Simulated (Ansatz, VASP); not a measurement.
## SrTl in VASP and in Ansatz

Contents of INCAR:

```
SYSTEM = SrTl
  PREC = Accurate
  ENCUT = 520
  EDIFF = 1E-6
  ISMEAR = -1
  SIGMA = 0.05
  LREAL = .False.
  LASPH = .True.
  NELM = 60
  ALGO = Normal
  ISIF = 2
  LWAVE = .False.
  LCHARG = .True.
  GGA = CA
  LELF = .True.
  LVHAR = .True.
  NBANDS = 18
```

The input KPOINTS:

```
regular mesh
0
Gamma
  8 8 8
  0 0 0
```

Contents of POSCAR:

```
SrTl
1.0
    4.0049387820      0.0000000000      0.0000000000
    0.0000000000      4.0049387820      0.0000000000
    0.0000000000      0.0000000000      4.0049387820
Sr Tl
1 1
Direct
    0.0000000000      0.0000000000      0.0000000000
    0.5000000000      0.5000000000      0.5000000000
```

Input for Ansatz:

```yaml
crystal:
  lattice:
    - [4.004938782, 0.0, 0.0]
    - [0.0, 4.004938782, 0.0]
    - [0.0, 0.0, 4.004938782]
  atoms:
    - { symbol: Sr, position: [0.0, 0.0, 0.0] }
    - { symbol: Tl, position: [0.5, 0.5, 0.5] }
kpoints:
  mp_grid: { grid: [8, 8, 8] }
  band_path:
    path:
      - [0.0, 0.0, 0.0]
      - [0.0, 0.5, 0.0]
      - [0.5, 0.5, 0.0]
      - [0.0, 0.0, 0.0]
      - [0.5, 0.5, 0.5]
      - [0.0, 0.5, 0.0]
      - [0.5, 0.5, 0.5]
      - [0.5, 0.5, 0.0]
    npoints: 5
scf:
  occupations: { method: fermi_dirac, width: 0.05 }
hamiltonian:
  xc: lda
  pseudopotentials: { kind: all_electron, lapw: { basis_error: 0.0005 } }
output:
  forces: true
  stress: true
  eigenvalues: true
```

Change from the starting cell: volume scaled by 0.98.

Alike in both runs: task single point; functional LDA; k mesh 8 × 8 × 8; occupations fermi-dirac, width 0.05 eV; no spin polarisation.

|  | VASP | Ansatz |
| --- | --- | --- |
| version | VASP 6.6.1 | Ansatz 0.2.0 |
| potentials or method | VASP PAW LDA potentials, release 64 (Sr_sv, Tl_d), cutoff 520 eV | all-electron LAPW, scalar-relativistic |

Ansatz gave:

- pressure (GPa): -1.3

Question: What did VASP give for the same quantities?

Answer: Pressure (GPa): -1.2.

LDA's correlation is that of Perdew and Zunger in VASP and of Perdew and Wang (1992) in Ansatz. Ansatz ran all-electron here, and VASP with PAW potentials.

Spin-orbit coupling is off throughout.
